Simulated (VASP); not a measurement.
Input of a VASP 6.6.1 run:

File INCAR:

```
SYSTEM = Cl
PREC = Accurate
ENCUT = 600
EDIFF = 1E-6
ISMEAR = 0
SIGMA = 0.1
LREAL = .FALSE.
LASPH = .TRUE.
NELM = 100
ALGO = Normal
ISIF = 3
LWAVE = .FALSE.
LCHARG = .FALSE.
GGA = PE
IBRION = 2
NSW = 90
EDIFFG = -0.04
```

KPOINTS

```
Automatic mesh
0
G
  4 4 4
  0 0 0
```

The input POSCAR:

```
Cl
1.0
    2.8523544800     -3.4697473300      0.0000000000
    2.8523544800      3.4697473300      0.0000000000
    0.0000000000      0.0000000000      5.3700143100
Cl
4
Direct
    0.6283268200      0.3716731800      0.0014038900
    0.3716731800      0.6283268200      0.5014038900
    0.6283268200      0.3716731800      0.4985961100
    0.3716731800      0.6283268200      0.9985961100
```

Potentials or basis: VASP PAW PBE potentials, release 64 (Cl).

Command:

```console
$ cat potpaw_PBE.64/Cl/POTCAR > POTCAR
$ mpirun -np 1 vasp_std > vasp.out
```

Q: Predict the relaxed volume.

A: 55.95 Å³/atom.

Q: Estimate the space group after relaxing (to 0.1 Å).

A: Cmmm (No. 65).

Q: What does it give for the relaxed cell?

A: a = 5.338 Å, b = 5.338 Å, c = 8.000 Å, α = 90.00°, β = 90.00°, γ = 100.88°.

Final structure:
```
Cl
1.0
     3.39953   -4.11491    0.00000
     3.39953    4.11491    0.00000
     0.00000    0.00000    7.99980
Cl
4
Direct
  0.62126 0.37874 0.99950
  0.37874 0.62126 0.49950
  0.62126 0.37874 0.50050
  0.37874 0.62126 0.00050
```

Caveat: the volume moved by over 15 % at a fixed basis, so the end points are rough; this functional lacks dispersion, which holds the molecules together, so the pressure and a relaxed volume are unreliable; this functional lacks dispersion, which binds layers or chains, so the pressure and a relaxed spacing across them are unreliable.
